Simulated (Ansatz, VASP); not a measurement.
## Two plane-wave programs on Si7P

```
CELL_PARAMETERS angstrom
5.42949 0.00000 0.00000
0.00000 5.42949 0.00000
0.00000 0.00000 5.42949
ATOMIC_POSITIONS crystal
Si 0.00000 0.50000 0.50000
Si 0.74874 0.74874 0.25126
Si 0.50000 0.00000 0.50000
Si 0.74874 0.25126 0.74874
Si 0.50000 0.50000 0.00000
Si 0.25126 0.74874 0.74874
Si 0.25126 0.25126 0.25126
P 0.00000 0.00000 0.00000
```

Change from the starting cell: built by hand: ordered substituted diamond (P-43m, No. 215).

Alike in both runs: functional PBE; k mesh 6 × 6 × 6; occupations gaussian, width 0.1 eV; no spin polarisation.

Ansatz relaxed the structure, and its values are those at the end. VASP's run is a single point on that final structure, the one shown.

|  | VASP | Ansatz |
| --- | --- | --- |
| version | VASP 6.6.1 | Ansatz 0.2.0 |
| potentials or method | VASP PAW PBE potentials, release 64 (Si, P), cutoff 520 eV | scalar-relativistic, plane waves, PAW |
| valence electrons in the cell | 33 | 33 |

Ansatz gave:

- gap on the k mesh at the Fermi level (eV): none
- pressure (GPa): 0.0

Problem. Which values does VASP return?

Solution. gap on the k mesh at the Fermi level (eV): none; pressure (GPa): -0.1.

A gap of «none» marks a metal or a gap that the smearing closes. The functional is the same, so the differences come from potentials, cutoffs and numerics.
